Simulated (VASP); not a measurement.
# MgO (Fm-3m) in VASP: single point with PBE

Aim: the single point of MgO with PBE.

Everything below comes from runs of VASP 6.6.1. Logs are shortened: lines on timing, memory, paths and dates and some standing lists are left out, and cuts for length are marked.

### Step 1. The cell of the first run

The structure is cubic, space group Fm-3m (No. 225). Conventional cell: a = 4.254 Å, b = 4.254 Å, c = 4.254 Å, α = 90.00°, β = 90.00°, γ = 90.00°. Within 2.8 Å of Mg (site symmetry m-3m) lie 6 O at 2.13 Å. Within 2.8 Å of O (site symmetry m-3m) lie 6 Mg at 2.13 Å.

### Step 2. Single point, PBE

The input, INCAR:

```
ALGO     = Normal         # electronic algorithm
EDIFF    = 1E-6           # SCF threshold, eV
ENCUT    = 840            # plane-wave cutoff, eV
GGA      = PE             # functional
GGA_COMPAT= F            
ISIF     = 2              # what is computed and relaxed
ISMEAR   = 0              # smearing method
LASPH    = T              # aspherical terms in the spheres
LCHARG   = F              # write CHGCAR
LREAL    = F              # projectors in reciprocal space
LWAVE    = F              # write WAVECAR
NBANDS   = 15             # bands
NELM     = 120            # most SCF steps
PREC     = Accurate       # precision mode
SIGMA    = 0.02           # smearing width, eV
```

The input, KPOINTS:

```
k-points
0
Gamma
  10 10 10
```

The input, POSCAR:

```
MgO
1.0
    0.0000000000      2.1267948290      2.1267948290
    2.1267948290      0.0000000000      2.1267948290
    2.1267948290      2.1267948290      0.0000000000
Mg O
1 1
Direct
    0.0000000000      0.0000000000      0.0000000000
    0.5000000000      0.5000000000      0.5000000000
```

Potentials or basis: VASP PAW PBE potentials, release 64 (Mg_sv, O).

Run with:

```sh
cat potpaw_PBE.64/Mg_sv/POTCAR potpaw_PBE.64/O/POTCAR > POTCAR
mpirun -np 1 vasp_std > vasp.out
```

OUTCAR:

```text
EDIFF = 1E-6
   ENCUT = 840
   GGA = PE
   ISIF = 2
   ISMEAR = 0
   LASPH = T
   LREAL = F
   NELM = 120
   PREC = Accurate

 ion  position               nearest neighbor table
   1  0.000  0.000  0.000-   2 2.13   2 2.13   2 2.13   2 2.13   2 2.13   2 2.13
   2  0.500  0.500  0.500-   1 2.13   1 2.13   1 2.13   1 2.13   1 2.13   1 2.13

  LATTYP: Found a face centered cubic cell.
 ALAT       =     4.2535896580

  Lattice vectors:

 A1 = (   0.0000000000,   2.1267948290,   2.1267948290)
 A2 = (   2.1267948290,   0.0000000000,   2.1267948290)
 A3 = (   2.1267948290,   2.1267948290,   0.0000000000)

Analysis of symmetry for initial positions (statically):
=====================================================================
 Subroutine PRICEL returns:
 Original cell was already a primitive cell.

 Routine SETGRP: Setting up the symmetry group for a
 face centered cubic supercell.

 Subroutine GETGRP returns: Found 48 space group operations
 (whereof 48 operations were pure point group operations)
 out of a pool of 48 trial point group operations.

The static configuration has the point symmetry O_h .

Analysis of symmetry for dynamics (positions and initial velocities):
=====================================================================
 Subroutine PRICEL returns:
 Original cell was already a primitive cell.

 Routine SETGRP: Setting up the symmetry group for a
 face centered cubic supercell.

 Subroutine GETGRP returns: Found 48 space group operations
 (whereof 48 operations were pure point group operations)
 out of a pool of 48 trial point group operations.

The dynamic configuration has the point symmetry O_h .

 Subroutine INISYM returns: Found 48 space group operations
 (whereof 48 operations are pure point group operations),
 and found     1 'primitive' translations

----------------------------------------------------------------------------------------

                                     Primitive cell

  volume of cell :      19.2401

  direct lattice vectors                    reciprocal lattice vectors
     0.000000000  2.126794829  2.126794829    -0.235095550  0.235095550  0.235095550
     2.126794829  0.000000000  2.126794829     0.235095550 -0.235095550  0.235095550
     2.126794829  2.126794829  0.000000000     0.235095550  0.235095550 -0.235095550

  length of vectors
     3.007742092  3.007742092  3.007742092     0.407197437  0.407197437  0.407197437

  position of ions in fractional coordinates (direct lattice)
     0.000000000  0.000000000  0.000000000
     0.500000000  0.500000000  0.500000000
[... 88 lines left out ...]
   NELECT =      16.0000    total number of electrons
   NUPDOWN=      -1.0000    fix difference up-down
   EMIN   =  10.00;   EMAX   =-10.00  energy-range for DOS
   EFERMI =   0.00;   METHOD = LEGACY
   ISMEAR =     0;   SIGMA  =   0.02  broadening in eV -4-tet -1-fermi 0-gaus
   EFERMI_NEDOS =   21; number of points for ismear=-14 and -15
   IALGO  =     38    algorithm
   IMIX   =      4    mixing-type and parameters
     AMIX     =   0.40;   BMIX     =  1.00
     AMIX_MAG =   1.60;   BMIX_MAG =  1.00
  volume/ion in A,a.u.               =       9.62        64.92
  Fermi-wavevector in a.u.,A,eV,Ry     =   1.539498  2.909230 32.246559  2.370055
  Thomas-Fermi vector in A             =   2.645718
   LORBIT       =      0    0 simple, 1 ext, 2 COOP (PROOUT), +10 PAW based schemes
   GGA     = PE    functional components
   LHFCALC =     F    Hartree Fock is set to
   AEXX    =    0.0000 exact exchange contribution
   IVDW    =     0    specifies the selected vdW correction
   LEPSILON=     F    determine dielectric tensor
   LRPA    =     F    only Hartree local field effects (RPA)
 non-spin polarized calculation
 Gauss-broadening in eV      SIGMA  =   0.02
  energy-cutoff  :      840.00
  volume of cell :       19.24
 maximum number of plane-waves:      1090
   NGX = 15   NGY = 15   NGZ = 15

 number of electron      15.9999997 magnetization

 Free energy of the ion-electron system (eV)
  ---------------------------------------------------
  ext. energy  EPLUGINS =         0.00000000
  ---------------------------------------------------
  free energy    TOTEN  =       -11.88479947 eV

  energy without entropy =      -11.88479947  energy(sigma->0) =      -11.88479947

 E-fermi :   2.8854     XC(G=0): -11.2438

 val. band max:        2.7072739473   @ k =   0.0000   0.0000   0.0000
 cond. band min:       7.1666501937   @ k =   0.0000   0.0000   0.0000
 fundamental gap:      4.4593762463
 Fermi energy:         2.8853914389

 k-point     1 :       0.0000    0.0000    0.0000
  band No.  band energies     occupation
      1     -69.6641      2.00000
      2     -36.3922      2.00000
      3     -36.3922      2.00000
      4     -36.3922      2.00000
      5     -14.3942      2.00000
      6       2.7073      2.00000
      7       2.7073      2.00000
      8       2.7073      2.00000
      9       7.1667      0.00000
     10      18.3456      0.00000
     11      18.3456      0.00000
     12      18.3456      0.00000
     13      22.1814      0.00000
     14      23.9292      0.00000
[... 401 lines left out ...]
      2     -36.4463      2.00000
      3     -36.4140      2.00000
      4     -36.4118      2.00000
      5     -13.2200      2.00000
      6      -0.7578      2.00000
      7       1.4529      2.00000
      8       1.6634      2.00000
      9      12.0092      0.00000
     10      12.7969      0.00000
     11      16.0210      0.00000
     12      20.5201      0.00000
     13      20.7203      0.00000
     14      27.2399      0.00000
     15      29.1191      0.00000

 [... further k-points ...]

------------------------ aborting loop because EDIFF is reached ----------------------------------------

  FORCE on cell =-STRESS in cart. coord.  units (eV):
  Direction    XX          YY          ZZ          XY          YZ          ZX
  --------------------------------------------------------------------------------------
  -------------------------------------------------------------------------------------
  Total        0.0075565      0.0075565      0.0075565     -0.0000000     -0.0000000      0.0000000
  in kB        0.6292538      0.6292538      0.6292538     -0.0000000     -0.0000000      0.0000000
  external PRESSURE =       0.6292538 kB  Pullay stress =       0.0000000 kB

 VOLUME and BASIS-vectors are now :
 -----------------------------------------------------------------------------
  energy-cutoff  :      840.00
  volume of cell :       19.24
      direct lattice vectors                 reciprocal lattice vectors
     0.000000000  2.126794829  2.126794829    -0.235095550  0.235095550  0.235095550
     2.126794829  0.000000000  2.126794829     0.235095550 -0.235095550  0.235095550
     2.126794829  2.126794829  0.000000000     0.235095550  0.235095550 -0.235095550

 POSITION                                       TOTAL-FORCE (eV/Angst)
 -----------------------------------------------------------------------------------
      0.00000      0.00000      0.00000         0.000000      0.000000      0.000000
      2.12679      2.12679      2.12679        -0.000000     -0.000000     -0.000000
 -----------------------------------------------------------------------------------
    total drift:                                0.000000      0.000000      0.000000

  FREE ENERGIE OF THE ION-ELECTRON SYSTEM (eV)
  ---------------------------------------------------
  free  energy   TOTEN  =       -11.8847994663 eV

  energy  without entropy=      -11.8847994663  energy(sigma->0) =      -11.88479947
```

Wall time 16 s (1 thread of AMD EPYC 7R13 (Zen 3), shared host); peak memory 0.14 GiB.

What came out:

* Free energy: -11.8848 eV
* Pressure: 0.1 GPa
* Band gap on the k mesh: 4.46 eV

Levels at points of the mesh, in eV from the valence-band top:
```
           k point  band 5  band 6  band 7  band 8  band 9  band 10  band 11  band 12
(0.00, 0.00, 0.00)  -17.10    0.00    0.00    0.00    4.46    15.64    15.64    15.64
(0.50, 0.00, 0.00)  -15.86   -4.48   -0.62   -0.62    7.72    12.28    16.03    16.03
(0.50, 0.50, 0.00)  -15.65   -3.94   -1.30   -1.30    9.09     9.69    12.79    18.55
```
